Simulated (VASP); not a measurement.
# Ni (Im-3m) in VASP: further runs

Ni is run at these levels: LDA; tasks: single point.

Program: VASP 6.6.1. These are calculated values, not measurements. Logs are shortened: lines on timing, memory, paths and dates and some standing lists are left out, and cuts for length are marked.

## Step 1: The cell of the first run

Symmetry: Im-3m, No. 229, cubic system. Conventional cell: a = 2.767 Å, b = 2.767 Å, c = 2.767 Å, α = 90.00°, β = 90.00°, γ = 90.00°. Ni (site symmetry m-3m) has 14 Ni at 2.40 to 2.77 Å within 3.2 Å.

## Step 2: Single point, LDA

File INCAR:

```
SYSTEM = Ni
PREC = Accurate ; ENCUT = 520
EDIFF = 1E-7 ; ISMEAR = -1
SIGMA = 0.05 ; LREAL = .False.
LASPH = .True. ; NELM = 100
ALGO = Normal ; ISIF = 2
LWAVE = .False. ; LCHARG = .False.
NBANDS = 17
```

File KPOINTS:

```
regular mesh
0
Gamma
  11 11 11
  0 0 0
```

File POSCAR:

```
Ni
1.0
    2.7674309400      0.0000000000      0.0000000000
    0.0000000000      2.7674309400      0.0000000000
    0.0000000000      0.0000000000      2.7674309400
Ni
2
Direct
    0.0000000000      0.0000000000      0.0000000000
    0.5000000000      0.5000000000      0.5000000000
```

Potentials or basis: VASP PAW LDA potentials, release 64 (Ni).

Started as:

```bash
> cat potpaw_LDA.64/Ni/POTCAR > POTCAR
> mpirun -np 1 vasp_std > vasp.out
```

OUTCAR:

```text
SYSTEM = Ni
   PREC = Accurate
   ENCUT = 520
   EDIFF = 1E-7
   ISMEAR = -1
   LREAL = .False.
   LASPH = .True.
   NELM = 100
   ISIF = 2

 ion  position               nearest neighbor table
   1  0.000  0.000  0.000-   2 2.40   2 2.40   2 2.40   2 2.40   2 2.40   2 2.40   2 2.40   2 2.40

   2  0.500  0.500  0.500-   1 2.40   1 2.40   1 2.40   1 2.40   1 2.40   1 2.40   1 2.40   1 2.40

  LATTYP: Found a simple cubic cell.
 ALAT       =     2.7674309400

  Lattice vectors:

 A1 = (   2.7674309400,   0.0000000000,   0.0000000000)
 A2 = (   0.0000000000,   2.7674309400,   0.0000000000)
 A3 = (   0.0000000000,   0.0000000000,   2.7674309400)

Analysis of symmetry for initial positions (statically):
=====================================================================
 Subroutine PRICEL returns following result:

  LATTYP: Found a body centered cubic cell.
 ALAT       =     2.7674309400

  Lattice vectors:

 A1 = (   1.3837154700,   1.3837154700,  -1.3837154700)
 A2 = (  -1.3837154700,   1.3837154700,   1.3837154700)
 A3 = (   1.3837154700,  -1.3837154700,   1.3837154700)

   2 primitive cells build up your supercell.

 Routine SETGRP: Setting up the symmetry group for a
 simple cubic supercell.

 Subroutine GETGRP returns: Found 48 space group operations
 (whereof 48 operations were pure point group operations)
 out of a pool of 48 trial point group operations.

The static configuration has the point symmetry O_h .

Analysis of symmetry for dynamics (positions and initial velocities):
=====================================================================
 Subroutine PRICEL returns following result:

  LATTYP: Found a body centered cubic cell.
 ALAT       =     2.7674309400

  Lattice vectors:

 A1 = (   1.3837154700,   1.3837154700,  -1.3837154700)
 A2 = (  -1.3837154700,   1.3837154700,   1.3837154700)
 A3 = (   1.3837154700,  -1.3837154700,   1.3837154700)

   2 primitive cells build up your supercell.

 Routine SETGRP: Setting up the symmetry group for a
 simple cubic supercell.

 Subroutine GETGRP returns: Found 48 space group operations
 (whereof 48 operations were pure point group operations)
 out of a pool of 48 trial point group operations.

The dynamic configuration has the point symmetry O_h .

 Subroutine INISYM returns: Found 48 space group operations
 (whereof 48 operations are pure point group operations),
 and found     2 'primitive' translations

----------------------------------------------------------------------------------------

                                     Primitive cell

  volume of cell :      10.5974

  direct lattice vectors                    reciprocal lattice vectors
     1.383715470  1.383715470 -1.383715470     0.361345964  0.361345964  0.000000000
    -1.383715470  1.383715470  1.383715470    -0.000000000  0.361345964  0.361345964
     1.383715470 -1.383715470  1.383715470     0.361345964  0.000000000  0.361345964

  length of vectors
     2.396665497  2.396665497  2.396665497     0.511020363  0.511020363  0.511020363

  position of ions in fractional coordinates (direct lattice)
     0.000000000  0.000000000  0.000000000

  ion indices of the primitive-cell ions
   primitive index   ion index
                 1           1

----------------------------------------------------------------------------------------

 KPOINTS: regular mesh

Automatic generation of k-mesh.
 Grid dimensions read from file:
 generate k-points for:   11   11   11

 Generating k-lattice:

  Cartesian coordinates                     Fractional coordinates (reciprocal lattice)
     0.032849633  0.000000000  0.000000000     0.090909091  0.000000000  0.000000000
     0.000000000  0.032849633  0.000000000     0.000000000  0.090909091  0.000000000
     0.000000000  0.000000000  0.032849633     0.000000000  0.000000000  0.090909091

  Length of vectors
     0.032849633  0.032849633  0.032849633

  Shift w.r.t. Gamma in fractional coordinates (k-lattice)
     0.000000000  0.000000000  0.000000000

 Subroutine IBZKPT returns following result:
 ===========================================

 Found     56 irreducible k-points:

 Following reciprocal coordinates:
            Coordinates               Weight
  0.000000  0.000000  0.000000      1.000000
  0.090909  0.000000  0.000000      6.000000
  0.181818  0.000000  0.000000      6.000000
  0.272727  0.000000  0.000000      6.000000
  0.363636  0.000000  0.000000      6.000000
  0.454545  0.000000  0.000000      6.000000
[... 16 lines left out ...]
  0.181818  0.090909  0.090909     24.000000
  0.272727  0.090909  0.090909     24.000000
 [... further k-points ...]
   k-points           NKPTS =     56   k-points in BZ     NKDIM =     56   number of bands    NBANDS=     17
   number of dos      NEDOS =    301   number of ions     NIONS =      2
   total plane-waves  NPLWV =  13824
   dimension x,y,z NGX =    24 NGY =   24 NGZ =   24
   dimension x,y,z NGXF=    48 NGYF=   48 NGZF=   48
   ions per type =               2
   NGX,Y,Z   is equivalent  to a cutoff of  14.42, 14.42, 14.42 a.u.
   NGXF,Y,Z  is equivalent  to a cutoff of  28.83, 28.83, 28.83 a.u.
 SYSTEM =  Ni
   PREC   = accura    normal or accurate (medium, high low for compatibility)
   ISTART =      0    job   : 0-new  1-cont  2-samecut
   ICHARG =      2    charge: 1-file 2-atom 10-const
   ISPIN  =      1    spin polarized calculation?
   LNONCOLLINEAR =      F non collinear calculations
   LSORBIT =      F    spin-orbit coupling
   LASPH  =      T    aspherical Exc in radial PAW
   ENCUT  =  520.0 eV  38.22 Ry    6.18 a.u.   5.15  5.15  5.15*2*pi/ulx,y,z
   NELM   =    100;   NELMIN=  2; NELMDL= -5     # of ELM steps
   EDIFF  = 0.1E-06   stopping-criterion for ELM
   LREAL  =      F    real-space projection
   EDIFFG = 0.1E-05   stopping-criterion for IOM
   NSW    =      0    number of steps for IOM
   IBRION =     -1    ionic relax: 0-MD 1-quasi-New 2-CG
   NFREE  =      0    steps in history (QN), initial steepest desc. (CG)
   ISIF   =      2    stress and relaxation
   ISYM   =      2    0-nonsym 1-usesym 2-fastsym
   POTIM  = 0.5000    time-step for ionic-motion
   TEBEG  =    0.0;   TEEND  =   0.0 temperature during run
   PSTRESS=    0.0 pullay stress
   NELECT =      20.0000    total number of electrons
   NUPDOWN=      -1.0000    fix difference up-down
   EMIN   =  10.00;   EMAX   =-10.00  energy-range for DOS
   EFERMI =   0.00;   METHOD = LEGACY
   ISMEAR =    -1;   SIGMA  =   0.05  broadening in eV -4-tet -1-fermi 0-gaus
   EFERMI_NEDOS =   21; number of points for ismear=-14 and -15
   IALGO  =     38    algorithm
   IMIX   =      4    mixing-type and parameters
     AMIX     =   0.40;   BMIX     =  1.00
     AMIX_MAG =   1.60;   BMIX_MAG =  1.00
  volume/ion in A,a.u.               =      10.60        71.51
  Fermi-wavevector in a.u.,A,eV,Ry     =   1.605738  3.034405 35.081190  2.578395
  Thomas-Fermi vector in A             =   2.702037
   LORBIT       =      0    0 simple, 1 ext, 2 COOP (PROOUT), +10 PAW based schemes
   GGA     = CA    functional components
   LHFCALC =     F    Hartree Fock is set to
   AEXX    =    0.0000 exact exchange contribution
   IVDW    =     0    specifies the selected vdW correction
   LEPSILON=     F    determine dielectric tensor
   LRPA    =     F    only Hartree local field effects (RPA)
 non-spin polarized calculation
  energy-cutoff  :      520.00
  volume of cell :       21.19
 maximum number of plane-waves:       587
 NGX is ok and might be reduce to    24
   NGX = 11   NGY = 11   NGZ = 11

 number of electron      19.9999999 magnetization

 Free energy of the ion-electron system (eV)
  ---------------------------------------------------
  ext. energy  EPLUGINS =         0.00000000
  ---------------------------------------------------
  free energy    TOTEN  =       -12.92976244 eV

  energy without entropy =      -12.89674209  energy(sigma->0) =      -12.91325227

 E-fermi :   9.2361     XC(G=0): -13.7659

 val. band max:        9.2356011453   @ k =   0.1818   0.0000   0.0000
 cond. band min:       9.2370642278   @ k =   0.2727   0.0909   0.0909
 fundamental gap:      0.0014630825
 Fermi energy:         9.2361220608

 k-point     1 :       0.0000    0.0000    0.0000
  band No.  band energies     occupation
      1       0.2641      2.00000
      2       5.1574      2.00000
      3       5.1574      2.00000
      4       7.2505      2.00000
      5       7.2505      2.00000
      6       7.2505      2.00000
[... 9 lines left out ...]
     16      25.4280      0.00000
     17      29.4057      0.00000

 k-point     2 :       0.0909    0.0000    0.0000
  band No.  band energies     occupation
      1       0.4387      2.00000
      2       5.2150      2.00000
      3       5.2281      2.00000
      4       7.2488      2.00000
      5       7.2488      2.00000
      6       7.2930      2.00000
[... 9 lines left out ...]
     16      26.2877      0.00000
     17      30.0747      0.00000

 k-point     3 :       0.1818    0.0000    0.0000
  band No.  band energies     occupation
      1       0.9531      2.00000
      2       5.3582      2.00000
      3       5.4352      2.00000
      4       7.2517      2.00000
      5       7.2517      2.00000
      6       7.4176      2.00000
[... 9 lines left out ...]
     16      27.2146      0.00000
     17      32.4128      0.00000

 k-point     4 :       0.2727    0.0000    0.0000
  band No.  band energies     occupation
      1       1.7750      2.00000
      2       5.4915      2.00000
      3       5.7634      2.00000
      4       7.2801      2.00000
      5       7.2801      2.00000
      6       7.6149      2.00000
[... 9 lines left out ...]
     16      27.7262      0.00000
     17      31.0011      0.00000
[... 343 lines left out ...]
      1       0.7826      2.00000
      2       5.3472      2.00000
      3       5.3472      2.00000
      4       7.1572      2.00000
      5       7.1572      2.00000
      6       7.5365      2.00000
[... 9 lines left out ...]
     16      27.0658      0.00000
     17      31.0557      0.00000

 k-point    23 :       0.1818    0.0909    0.0909
  band No.  band energies     occupation
      1       1.2853      2.00000
      2       5.4984      2.00000
      3       5.5328      2.00000
      4       7.0654      2.00000
      5       7.1300      2.00000
      6       7.7530      2.00000
[... 9 lines left out ...]
     16      28.5488      0.00000
     17      31.0535      0.00000

 k-point    24 :       0.2727    0.0909    0.0909
  band No.  band energies     occupation
      1       2.0834      2.00000
      2       5.6337      2.00000
      3       5.8221      2.00000
      4       7.0335      2.00000
      5       7.0949      2.00000
      6       7.9320      2.00000
[... 9 lines left out ...]
     16      28.8745      0.00000
     17      29.3764      0.00000

 [... further k-points ...]
[... 5 lines left out ...]
  --------------------------------------------------------------------------------------
  -------------------------------------------------------------------------------------
  Total       -1.5839691     -1.5839691     -1.5839691     -0.0000000     -0.0000000      0.0000000
  in kB     -119.7365998   -119.7365998   -119.7365998     -0.0000000     -0.0000000      0.0000000
  external PRESSURE =    -119.7365998 kB  Pullay stress =       0.0000000 kB

 VOLUME and BASIS-vectors are now :
 -----------------------------------------------------------------------------
  energy-cutoff  :      520.00
  volume of cell :       21.19
      direct lattice vectors                 reciprocal lattice vectors
     2.767430940  0.000000000  0.000000000     0.361345964  0.000000000  0.000000000
     0.000000000  2.767430940  0.000000000     0.000000000  0.361345964  0.000000000
     0.000000000  0.000000000  2.767430940     0.000000000  0.000000000  0.361345964

 POSITION                                       TOTAL-FORCE (eV/Angst)
 -----------------------------------------------------------------------------------
      0.00000      0.00000      0.00000        -0.000000     -0.000000     -0.000000
      1.38372      1.38372      1.38372         0.000000      0.000000      0.000000
 -----------------------------------------------------------------------------------
    total drift:                                0.000000      0.000000     -0.000000

  FREE ENERGIE OF THE ION-ELECTRON SYSTEM (eV)
  ---------------------------------------------------
  free  energy   TOTEN  =       -12.9297624442 eV

  energy  without entropy=      -12.8967420938  energy(sigma->0) =      -12.91325227
```

Run time: 6.8 s. Hardware: 1 thread of Intel Xeon 6975P-C (Granite Rapids), shared host; peak memory 0.13 GiB.

Results:

- Free energy: -12.9298 eV
- Pressure: -12.0 GPa
- Band gap on the k mesh: zero (band 10 reaches 9.59 eV, above the bottom of band 11 at 9.03 eV)

Levels at points of the mesh, in eV from the Fermi level:
| k point | band 7 | band 8 | band 9 | band 10 | band 11 | band 12 | band 13 | band 14 |
| --- | --- | --- | --- | --- | --- | --- | --- | --- |
| (0.00, 0.00, 0.00) | -0.56 | -0.56 | 0.17 | 0.17 | 0.17 | 9.99 | 9.99 | 9.99 |

Caveat: the run has no spin polarisation, though such a crystal can be magnetic.

## Step 3: Single point, LDA, collinear spin, ferromagnetic start

File INCAR:

```
SYSTEM = Ni
ALGO     = Normal         ! electronic algorithm
EDIFF    = 1E-6           ! SCF threshold, eV
ENCUT    = 520            ! plane-wave cutoff, eV
GGA      = CA             ! functional
ISIF     = 2              ! what is computed and relaxed
ISMEAR   = -1             ! smearing method
ISPIN    = 2              ! spin polarisation
LASPH    = .True.         ! aspherical terms in the spheres
LCHARG   = .False.        ! write CHGCAR
LMAXMIX  = 4              ! l up to which the mixer works
LORBIT   = 11             ! projections on sites
LREAL    = .False.        ! projectors in reciprocal space
LWAVE    = .False.        ! write WAVECAR
MAGMOM   = 1.5 1.5        ! initial moments
NBANDS   = 21             ! bands
NELM     = 150            ! most SCF steps
PREC     = Accurate       ! precision mode
SIGMA    = 0.05           ! smearing width, eV
```

File KPOINTS:

```
k-points
0
Gamma
  11 11 11
  0 0 0
```

POSCAR is that of step 2.

Potentials or basis: VASP PAW LDA potentials, release 64 (Ni).

Started as:

```bash
> cat potpaw_LDA.64/Ni/POTCAR > POTCAR
> mpirun -np 1 vasp_std > vasp.out
```

Wall time 15 s (1 thread of Intel Xeon 6975P-C (Granite Rapids), shared host); peak memory 0.15 GiB.

Results (log left out):

* Free energy: -12.9340 eV
* Pressure: -10.8 GPa
* Net moment: 0.90 μB per cell
* Site moments: Ni +0.45 μB
* Valence electrons inside the program's atomic spheres: Ni 9.37

Levels at points of the mesh, in eV from the Fermi level:
Spin up:
| k point | band 8 | band 9 | band 10 | band 11 | band 12 | band 13 | band 14 | band 15 |
| --- | --- | --- | --- | --- | --- | --- | --- | --- |
| (0.00, 0.00, 0.00) | -0.78 | -0.11 | -0.11 | -0.11 | 9.93 | 9.93 | 9.93 | 16.09 |
Spin down:
```
           k point  band 7  band 8  band 9  band 10  band 11  band 12  band 13  band 14
(0.00, 0.00, 0.00)   -0.39   -0.39    0.41     0.41     0.41    10.00    10.00    10.00
```

## Step 4: Single point, LDA, collinear spin, ferromagnetic start

File INCAR:

```
PREC     = Accurate       # precision mode
ENCUT    = 520            # plane-wave cutoff, eV
EDIFF    = 1E-7           # SCF threshold, eV
ISMEAR   = -1             # smearing method
SIGMA    = 0.05           # smearing width, eV
LREAL    = False          # projectors in reciprocal space
LASPH    = True           # aspherical terms in the spheres
NELM     = 150            # most SCF steps
ALGO     = Normal         # electronic algorithm
ISIF     = 2              # what is computed and relaxed
LWAVE    = False          # write WAVECAR
LCHARG   = True           # write CHGCAR
ISPIN    = 2              # spin polarisation
MAGMOM   = 1.5 1.5        # initial moments
LORBIT   = 11             # projections on sites
LMAXMIX  = 4              # l up to which the mixer works
GGA      = CA             # functional
LELF     = True           # ELF
LVHAR    = True         
NBANDS   = 21             # bands
```

File KPOINTS:

```
Automatic mesh
0
Gamma
  11 11 11
```

POSCAR is that of step 3.

Started as:

```bash
> cat potpaw_LDA.64/Ni/POTCAR > POTCAR
> mpirun -np 1 vasp_std > vasp.out
```

Wall time 17 s (1 thread of Intel Xeon 6975P-C (Granite Rapids), shared host); peak memory 0.15 GiB.

It converged, with:

```yaml
Free_energy: -12.9340 eV
Pressure: -10.8 GPa
Net_moment: 0.90 μB per cell
Site_moments: Ni +0.45 μB
Valence_electrons_inside_the_program's_atomic_spheres: Ni 9.37
```

Levels at points of the mesh, in eV from the Fermi level:
Spin up:
```tsv
k point	band 9	band 10	band 11	band 12	band 13	band 14
(0.00, 0.00, 0.00)	-0.11	-0.11	-0.11	9.93	9.93	9.93
```
Spin down:
```csv
k point,band 8,band 9,band 10,band 11,band 12,band 13
"(0.00, 0.00, 0.00)",-0.39,0.41,0.41,0.41,10.00,10.00
```

[end of part 1 of 2]
